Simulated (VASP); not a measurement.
# Ni2Ge (P6_3/mmc) in VASP: further runs

The runs below take Ni2Ge through single point, with r2SCAN.

All numbers are computed with VASP 6.6.1; they aren't measurements. Logs are shortened: lines on timing, memory, paths and dates and some standing lists are left out, and cuts for length are marked.

**1. The cell of the first run**

It takes space group P6_3/mmc (No. 194, hexagonal). The conventional cell has a = 4.018 Å, b = 4.018 Å, c = 5.003 Å, α = 90.00°, β = 90.00°, γ = 120.00°. Within 3.1 Å of Ni (site symmetry -6m2) lie 5 Ge at 2.32 to 2.50 Å and 6 Ni at 2.64 Å. Within 3.3 Å of Ni (site symmetry -3m) lie 8 Ni at 2.50 to 2.64 Å and 6 Ge at 2.64 Å. Ge (site symmetry -6m2) has 11 Ni at 2.32 to 2.64 Å within 3.1 Å.

**2. Single point, r2SCAN (biaxial strain in the a-b plane: +1.0 %, then relaxed in part)**

Contents of POSCAR:

```
Ni2Ge
1.0
    4.0179219297      0.0000000000      0.0000000000
   -2.0089609649      3.4796224616      0.0000000000
    0.0000000000      0.0000000000      5.0027072614
Ni Ge
4 2
Direct
    0.6666666667      0.3333333333      0.2500000000
    0.3333333333      0.6666666667      0.7500000000
    0.0000000000      0.0000000000      0.0000000000
    0.0000000000      0.0000000000      0.5000000000
    0.6666666667      0.3333333333      0.7500000000
    0.3333333333      0.6666666667      0.2500000000
```

Contents of INCAR.step1:

```
SYSTEM = Ni2Ge
PREC = Accurate
ENCUT = 520
ISMEAR = 0
SIGMA = 0.1
LREAL = .False.
LASPH = .True.
NELM = 100
NBANDS = 43
GGA = PE
ALGO = Normal
EDIFF = 1E-4
LWAVE = .True.
LCHARG = .False.
```

Contents of INCAR.step2:

```
SYSTEM = Ni2Ge
PREC = Accurate
ENCUT = 520
EDIFF = 1E-7
ISMEAR = 0
SIGMA = 0.1
LREAL = .False.
LASPH = .True.
NELM = 100
ALGO = Normal
ISIF = 2
LWAVE = .False.
LCHARG = .False.
METAGGA = R2SCAN
LMIXTAU = .True.
NBANDS = 43
ISTART = 1
```

Contents of KPOINTS:

```
Automatic mesh
0
Gamma
  12 12 8
  0 0 0
```

Potentials or basis: VASP PAW PBE potentials, release 64 (Ni, Ge_d).

Command:

```
$ cat potpaw_PBE.64/Ni/POTCAR potpaw_PBE.64/Ge_d/POTCAR > POTCAR
$ cp INCAR.step1 INCAR
$ mpirun -np 1 vasp_std > vasp.out
$ cp INCAR.step2 INCAR
$ mpirun -np 1 vasp_std > vasp.out
```

OUTCAR:

```text
SYSTEM = Ni2Ge
   PREC = Accurate
   ENCUT = 520
   EDIFF = 1E-7
   ISMEAR = 0
   LREAL = .False.
   LASPH = .True.
   NELM = 100
   ISIF = 2
   METAGGA = R2SCAN
   ISTART = 1

 ion  position               nearest neighbor table
   1  0.667  0.333  0.250-   6 2.32   6 2.32   6 2.32   5 2.50   5 2.50   3 2.64   4 2.64   3 2.64
                             4 2.64   3 2.64   4 2.64
   2  0.333  0.667  0.750-   5 2.32   5 2.32   5 2.32   6 2.50   6 2.50   3 2.64   4 2.64   4 2.64
                             3 2.64   4 2.64   3 2.64
   3  0.000  0.000  0.000-   4 2.50   4 2.50   1 2.64   5 2.64   6 2.64   2 2.64   1 2.64   5 2.64
                             2 2.64   6 2.64   1 2.64   5 2.64   2 2.64   6 2.64
   4  0.000  0.000  0.500-   3 2.50   3 2.50   1 2.64   5 2.64   6 2.64   2 2.64   1 2.64   5 2.64
                             2 2.64   6 2.64   1 2.64   5 2.64   2 2.64   6 2.64
   5  0.667  0.333  0.750-   2 2.32   2 2.32   2 2.32   1 2.50   1 2.50   3 2.64   4 2.64   3 2.64
                             4 2.64   3 2.64   4 2.64
   6  0.333  0.667  0.250-   1 2.32   1 2.32   1 2.32   2 2.50   2 2.50   3 2.64   4 2.64   4 2.64
                             3 2.64   4 2.64   3 2.64

  LATTYP: Found a hexagonal cell.
 ALAT       =     4.0179219297
 C/A-ratio  =     1.2450981749

  Lattice vectors:

 A1 = (   4.0179219297,   0.0000000000,   0.0000000000)
 A2 = (  -2.0089609649,   3.4796224616,   0.0000000000)
 A3 = (   0.0000000000,   0.0000000000,   5.0027072614)

Analysis of symmetry for initial positions (statically):
=====================================================================
 Subroutine PRICEL returns:
 Original cell was already a primitive cell.

 Routine SETGRP: Setting up the symmetry group for a
 hexagonal supercell.

 Subroutine GETGRP returns: Found 24 space group operations
 (whereof 12 operations were pure point group operations)
 out of a pool of 24 trial point group operations.

The static configuration has the point symmetry D_3d.
 The point group associated with its full space group is D_6h.

Analysis of symmetry for dynamics (positions and initial velocities):
=====================================================================
 Subroutine PRICEL returns:
 Original cell was already a primitive cell.

 Routine SETGRP: Setting up the symmetry group for a
 hexagonal supercell.

 Subroutine GETGRP returns: Found 24 space group operations
 (whereof 12 operations were pure point group operations)
 out of a pool of 24 trial point group operations.

[... 107 lines left out ...]
   ENCUT  =  520.0 eV  38.22 Ry    6.18 a.u.   7.47  7.47  9.30*2*pi/ulx,y,z
   NELM   =    100;   NELMIN=  2; NELMDL=  0     # of ELM steps
   EDIFF  = 0.1E-06   stopping-criterion for ELM
   LREAL  =      F    real-space projection
   EDIFFG = 0.1E-05   stopping-criterion for IOM
   NSW    =      0    number of steps for IOM
   IBRION =     -1    ionic relax: 0-MD 1-quasi-New 2-CG
   NFREE  =      0    steps in history (QN), initial steepest desc. (CG)
   ISIF   =      2    stress and relaxation
   ISYM   =      2    0-nonsym 1-usesym 2-fastsym
   POTIM  = 0.5000    time-step for ionic-motion
   TEBEG  =    0.0;   TEEND  =   0.0 temperature during run
   PSTRESS=    0.0 pullay stress
   NELECT =      68.0000    total number of electrons
   NUPDOWN=      -1.0000    fix difference up-down
   EMIN   =  10.00;   EMAX   =-10.00  energy-range for DOS
   EFERMI =   0.00;   METHOD = LEGACY
   ISMEAR =     0;   SIGMA  =   0.10  broadening in eV -4-tet -1-fermi 0-gaus
   EFERMI_NEDOS =   21; number of points for ismear=-14 and -15
   IALGO  =     38    algorithm
   IMIX   =      4    mixing-type and parameters
     AMIX     =   0.40;   BMIX     =  1.00
     AMIX_MAG =   1.60;   BMIX_MAG =  1.00
  volume/ion in A,a.u.               =      11.66        78.67
  Fermi-wavevector in a.u.,A,eV,Ry     =   1.621803  3.064764 35.786677  2.630247
  Thomas-Fermi vector in A             =   2.715520
   LORBIT       =      0    0 simple, 1 ext, 2 COOP (PROOUT), +10 PAW based schemes
   METAGGA = R2SCAN    functional components
   LHFCALC =     F    Hartree Fock is set to
   AEXX    =    0.0000 exact exchange contribution
   IVDW    =     0    specifies the selected vdW correction
   LEPSILON=     F    determine dielectric tensor
   LRPA    =     F    only Hartree local field effects (RPA)
 non-spin polarized calculation
 Gauss-broadening in eV      SIGMA  =   0.10
  energy-cutoff  :      520.00
  volume of cell :       69.94
 maximum number of plane-waves:      1908
 NGX is ok and might be reduce to    30
   NGX = 15   NGY = 15   NGZ = 19

 number of electron      67.9999976 magnetization

 Free energy of the ion-electron system (eV)
  ---------------------------------------------------
  ext. energy  EPLUGINS =         0.00000000
  ---------------------------------------------------
  free energy    TOTEN  =       -77.01336290 eV

  energy without entropy =      -76.99486924  energy(sigma->0) =      -77.00411607

 E-fermi :   9.9915     XC(G=0): -14.4793

 val. band max:        9.9887087694   @ k =   0.1667   0.1667   0.3750
 cond. band min:       9.9980986019   @ k =   0.2500   0.1667   0.3750
 fundamental gap:      0.0093898326
 Fermi energy:         9.9915410531

 k-point     1 :       0.0000    0.0000    0.0000
  band No.  band energies     occupation
      1     -15.6066      2.00000
      2     -15.5962      2.00000
      3     -15.5745      2.00000
      4     -15.5744      2.00000
      5     -15.5402      2.00000
      6     -15.5402      2.00000
[... 1093 lines left out ...]
     42      17.8000      0.00000
     43      18.8391      0.00000

 [... further k-points ...]
[... 5 lines left out ...]
  --------------------------------------------------------------------------------------
  -------------------------------------------------------------------------------------
  Total       -1.7285619     -1.7285619      0.0465620      0.0000000      0.0000000     -0.0000000
  in kB      -39.5965002    -39.5965002      1.0666040      0.0000000      0.0000000     -0.0000000
  external PRESSURE =     -26.0421321 kB  Pullay stress =       0.0000000 kB

 VOLUME and BASIS-vectors are now :
 -----------------------------------------------------------------------------
  energy-cutoff  :      520.00
  volume of cell :       69.94
      direct lattice vectors                 reciprocal lattice vectors
     4.017921930  0.000000000  0.000000000     0.248884876  0.143693750  0.000000000
    -2.008960965  3.479622462  0.000000000     0.000000000  0.287387500  0.000000000
     0.000000000  0.000000000  5.002707261     0.000000000  0.000000000  0.199891768

 POSITION                                       TOTAL-FORCE (eV/Angst)
 -----------------------------------------------------------------------------------
      2.00896      1.15987      1.25068        -0.000000     -0.000000      0.000000
     -0.00000      2.31975      3.75203         0.000000      0.000000      0.000000
      0.00000      0.00000      0.00000         0.000000      0.000000      0.000000
      0.00000      0.00000      2.50135         0.000000      0.000000      0.000000
      2.00896      1.15987      3.75203         0.000000     -0.000000      0.000000
     -0.00000      2.31975      1.25068        -0.000000      0.000000      0.000000
 -----------------------------------------------------------------------------------
    total drift:                               -0.000000      0.000000     -0.000000

  FREE ENERGIE OF THE ION-ELECTRON SYSTEM (eV)
  ---------------------------------------------------
  free  energy   TOTEN  =       -77.0133629027 eV

  energy  without entropy=      -76.9948692381  energy(sigma->0) =      -77.00411607
```

OUTCAR.step1:

```text
SYSTEM = Ni2Ge
   PREC = Accurate
   ENCUT = 520
   ISMEAR = 0
   LREAL = .False.
   LASPH = .True.
[... 1350 lines left out ...]
      0.00000      0.00000      2.50135        -0.000000     -0.000000      0.000000
      2.00896      1.15987      3.75203         0.000000      0.000000      0.000000
     -0.00000      2.31975      1.25068        -0.000000     -0.000000      0.000000
 -----------------------------------------------------------------------------------
    total drift:                               -0.000000      0.000000     -0.000000

  FREE ENERGIE OF THE ION-ELECTRON SYSTEM (eV)
  ---------------------------------------------------
  free  energy   TOTEN  =       -32.5660211304 eV

  energy  without entropy=      -32.5464778251  energy(sigma->0) =      -32.55624948
```

It took 17 min on 1 thread of Intel Xeon Platinum 8375C at 2.90GHz (Ice Lake), shared host; peak memory 0.35 GiB.

What came out:

```
Free energy            : -77.0134 eV
Pressure               : -2.6 GPa
Band gap on the k mesh : zero (band 34 reaches 12.32 eV, above the bottom of band 35 at 9.44 eV)
```

Stress tensor (GPa, compression positive):
```
-3.96  0.00  0.00
 0.00 -3.96  0.00
 0.00  0.00  0.11
```

Caveat: the cell differs from its parent crystal (biaxial strain in the a-b plane: +1.0 %, then relaxed in part); the PAW data sets were made with another functional, which shifts forces and pressure a little.

**3. Single point, r2SCAN, collinear spin, ferromagnetic start**

This run uses another cell than the first one, of 11.49 Å³/atom, 0.985 times its volume.

Contents of POSCAR:

```
Ni2Ge
1.0
    3.9798102787      0.0000000000      0.0000000000
   -1.9899051393      3.4466168036      0.0000000000
    0.0000000000      0.0000000000      5.0238781100
Ni Ge
4 2
Direct
    0.6666666700      0.3333333300      0.2500000000
    0.3333333300      0.6666666700      0.7500000000
    0.0000000000      0.0000000000      0.0000000000
    0.0000000000      0.0000000000      0.5000000000
    0.6666666700      0.3333333300      0.7500000000
    0.3333333300      0.6666666700      0.2500000000
```

Contents of INCAR.step1:

```
  PREC = Accurate
  ENCUT = 520
  ISMEAR = 0
  SIGMA = 0.1
  LREAL = F
  LASPH = T
  NELM = 150
  ISPIN = 2
  MAGMOM = 2 2 2 2 0 0
  LMAXMIX = 4
  NBANDS = 47
  GGA = PE
  ALGO = Normal
  EDIFF = 1E-4
  LWAVE = T
  LCHARG = F
```

Contents of INCAR.step2:

```
  PREC = Accurate
  ENCUT = 520
  EDIFF = 1E-6
  ISMEAR = 0
  SIGMA = 0.1
  LREAL = F
  LASPH = T
  NELM = 150
  ALGO = Normal
  ISIF = 2
  LWAVE = F
  LCHARG = F
  ISPIN = 2
  MAGMOM = 2 2 2 2 0 0
  LORBIT = 11
  LMAXMIX = 4
  METAGGA = R2SCAN
  LMIXTAU = T
  NBANDS = 47
  ISTART = 1
```

Contents of KPOINTS:

```
regular mesh
0
Gamma
  6 6 4
```

Potentials or basis: VASP PAW PBE potentials, release 64 (Ni, Ge_d).

Command:

```
$ cat potpaw_PBE.64/Ni/POTCAR potpaw_PBE.64/Ge_d/POTCAR > POTCAR
$ cp INCAR.step1 INCAR
$ mpirun -np 1 vasp_std > vasp.out
$ cp INCAR.step2 INCAR
$ mpirun -np 1 vasp_std > vasp.out
```

OUTCAR:

```text
PREC = Accurate
   ENCUT = 520
   EDIFF = 1E-6
   ISMEAR = 0
   LREAL = F
   LASPH = T
   NELM = 150
   ISIF = 2
   ISPIN = 2
   LORBIT = 11
   METAGGA = R2SCAN
   ISTART = 1

 ion  position               nearest neighbor table
   1  0.667  0.333  0.250-   6 2.30   6 2.30   6 2.30   5 2.51   5 2.51   3 2.62   4 2.62   3 2.62
                             4 2.62   3 2.62   4 2.62
   2  0.333  0.667  0.750-   5 2.30   5 2.30   5 2.30   6 2.51   6 2.51   3 2.62   4 2.62   4 2.62
                             3 2.62   4 2.62   3 2.62
   3  0.000  0.000  0.000-   4 2.51   4 2.51   1 2.62   5 2.62   6 2.62   2 2.62   2 2.62   6 2.62
                             1 2.62   5 2.62   1 2.62   5 2.62   2 2.62   6 2.62
   4  0.000  0.000  0.500-   3 2.51   3 2.51   1 2.62   5 2.62   6 2.62   2 2.62   2 2.62   6 2.62
                             1 2.62   5 2.62   1 2.62   5 2.62   2 2.62   6 2.62
   5  0.667  0.333  0.750-   2 2.30   2 2.30   2 2.30   1 2.51   1 2.51   3 2.62   4 2.62   3 2.62
                             4 2.62   3 2.62   4 2.62
   6  0.333  0.667  0.250-   1 2.30   1 2.30   1 2.30   2 2.51   2 2.51   3 2.62   4 2.62   4 2.62
                             3 2.62   4 2.62   3 2.62

  LATTYP: Found a hexagonal cell.
 ALAT       =     3.9798102787
 C/A-ratio  =     1.2623411063

  Lattice vectors:

 A1 = (   3.9798102787,   0.0000000000,   0.0000000000)
 A2 = (  -1.9899051393,   3.4466168036,   0.0000000000)
 A3 = (   0.0000000000,   0.0000000000,   5.0238781100)

Analysis of symmetry for initial positions (statically):
=====================================================================
 Subroutine PRICEL returns:
 Original cell was already a primitive cell.

 Routine SETGRP: Setting up the symmetry group for a
 hexagonal supercell.

 Subroutine GETGRP returns: Found 24 space group operations
 (whereof 12 operations were pure point group operations)
 out of a pool of 24 trial point group operations.

The static configuration has the point symmetry D_3d.
 The point group associated with its full space group is D_6h.

Analysis of symmetry for dynamics (positions and initial velocities):
=====================================================================
[... 195 lines left out ...]
      6     -15.3368      1.00000
[... 1018 lines left out ...]
     45      20.1785      0.00000
     46      20.1785      0.00000
 Fermi energy:        10.1677508195

 spin component 2

 k-point     1 :       0.0000    0.0000    0.0000
  band No.  band energies     occupation
      1     -15.4036      1.00000
      2     -15.3936      1.00000
      3     -15.3720      1.00000
      4     -15.3720      1.00000
      5     -15.3368      1.00000
      6     -15.3368      1.00000
[... 1018 lines left out ...]
     45      20.1785      0.00000
     46      20.1785      0.00000
 [bands above 46 left out]

------------------------ aborting loop because EDIFF is reached ----------------------------------------

  FORCE on cell =-STRESS in cart. coord.  units (eV):
  Direction    XX          YY          ZZ          XY          YZ          ZX
  --------------------------------------------------------------------------------------
  -------------------------------------------------------------------------------------
  Total        0.1047921      0.1047921      0.2893857      0.0000000      0.0000000      0.0000000
  in kB        2.4363779      2.4363779      6.7281118      0.0000000      0.0000000      0.0000000
  external PRESSURE =       3.8669559 kB  Pullay stress =       0.0000000 kB

 VOLUME and BASIS-vectors are now :
 -----------------------------------------------------------------------------
  energy-cutoff  :      520.00
  volume of cell :       68.91
      direct lattice vectors                 reciprocal lattice vectors
     3.979810279  0.000000000  0.000000000     0.251268259  0.145069797  0.000000000
    -1.989905139  3.446616804  0.000000000     0.000000000  0.290139594  0.000000000
     0.000000000  0.000000000  5.023878110     0.000000000  0.000000000  0.199049415

 POSITION                                       TOTAL-FORCE (eV/Angst)
 -----------------------------------------------------------------------------------
      1.98991      1.14887      1.25597         0.000000      0.000000      0.000000
     -0.00000      2.29774      3.76791        -0.000000     -0.000000      0.000000
      0.00000      0.00000      0.00000        -0.000000      0.000000      0.000000
      0.00000      0.00000      2.51194        -0.000000      0.000000      0.000000
      1.98991      1.14887      3.76791        -0.000000     -0.000000      0.000000
     -0.00000      2.29774      1.25597        -0.000000      0.000000      0.000000
 -----------------------------------------------------------------------------------
    total drift:                               -0.000000      0.000000      0.000000

  FREE ENERGIE OF THE ION-ELECTRON SYSTEM (eV)
  ---------------------------------------------------
  free  energy   TOTEN  =       -77.0596790135 eV

  energy  without entropy=      -77.0473526663  energy(sigma->0) =      -77.05351584

 total charge

# of ion       s       p       d       tot
------------------------------------------
    1        0.490   0.572   8.535   9.598
    2        0.490   0.572   8.535   9.598
    3        0.411   0.493   8.465   9.370
    4        0.411   0.493   8.465   9.370
    5        1.064   1.301  10.131  12.495
    6        1.064   1.301  10.131  12.495
--------------------------------------------------
tot          3.930   4.733  54.262  62.924

 magnetization (x)

# of ion       s       p       d       tot
------------------------------------------
    1        0.000   0.000   0.000   0.000
    2        0.000   0.000   0.000   0.000
    3        0.000   0.000  -0.000  -0.000
    4        0.000   0.000  -0.000  -0.000
    5       -0.000  -0.000   0.000  -0.000
    6       -0.000  -0.000   0.000  -0.000
--------------------------------------------------
tot          0.000  -0.000  -0.000  -0.000
```

OUTCAR.step1:

```text
PREC = Accurate
   ENCUT = 520
   ISMEAR = 0
   LREAL = F
[... 2322 lines left out ...]
      0.00000      0.00000      0.00000         0.000000      0.000000      0.000000
      0.00000      0.00000      2.51194         0.000000      0.000000      0.000000
      1.98991      1.14887      3.76791         0.000000      0.000000      0.000000
     -0.00000      2.29774      1.25597        -0.000000     -0.000000      0.000000
 -----------------------------------------------------------------------------------
    total drift:                               -0.000000      0.000000      0.000000

  FREE ENERGIE OF THE ION-ELECTRON SYSTEM (eV)
  ---------------------------------------------------
  free  energy   TOTEN  =       -32.5603677100 eV

  energy  without entropy=      -32.5479356136  energy(sigma->0) =      -32.55415166
```

Wall time 21 min (1 thread of AMD EPYC 7R13, shared host); peak memory 0.26 GiB.

Results:

```
Free energy                                           : -77.0597 eV
Pressure                                              : 0.4 GPa
Band gap on the k mesh                                : zero (filled and empty bands overlap)
Net moment                                            : 0.00 μB per cell
Valence electrons inside the program's atomic spheres : Ni 9.60, 9.37; Ge 12.49
```

Caveat: the starting moments collapsed, and a magnetic state may lie lower; the PAW data sets were made with another functional, which shifts forces and pressure a little.

(Part 1 of 2 ends here.)
